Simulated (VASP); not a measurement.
Runs of VASP 6.6.1 on Sb. Symmetry: Im-3m, No. 229, cubic system. The conventional cell has a = 3.450 Å, b = 3.450 Å, c = 3.450 Å, α = 90.00°, β = 90.00°, γ = 90.00°. Within 3.9 Å of Sb (site symmetry m-3m) lie 14 Sb at 2.99 to 3.45 Å. 

```tsv
level	potentials or basis	gap on the mesh (eV)	pressure (GPa)
RPBE	VASP PAW PBE potentials, release 64 (Sb)	none	(a)
PBEsol	VASP PAW PBE potentials, release 64 (Sb)	none	28.1
r2SCAN	VASP PAW PBE potentials, release 64 (Sb)	none	31.9
LDA	VASP PAW LDA potentials, release 64 (Sb)	none	(b)
PBE	VASP PAW PBE potentials, release 64 (Sb)	none	32.6
```

Alike in all rows: task single point; no spin polarisation; cell as given; k mesh 10 × 10 × 10; cutoff (eV) 520; smearing fermi-dirac 0.1 eV.

Q: Fill in the values left out.

A: (a) 34.3; (b) 26.4.

Caveats: spin-orbit coupling is left out, which moves the levels of the heavy elements; the PAW data sets were made with another functional, which shifts forces and pressure a little (some runs).

A k mesh can miss the band edges, and the runs leave out spin-orbit coupling on Sb.

A gap of «none» marks levels without a gap at the run's occupations.
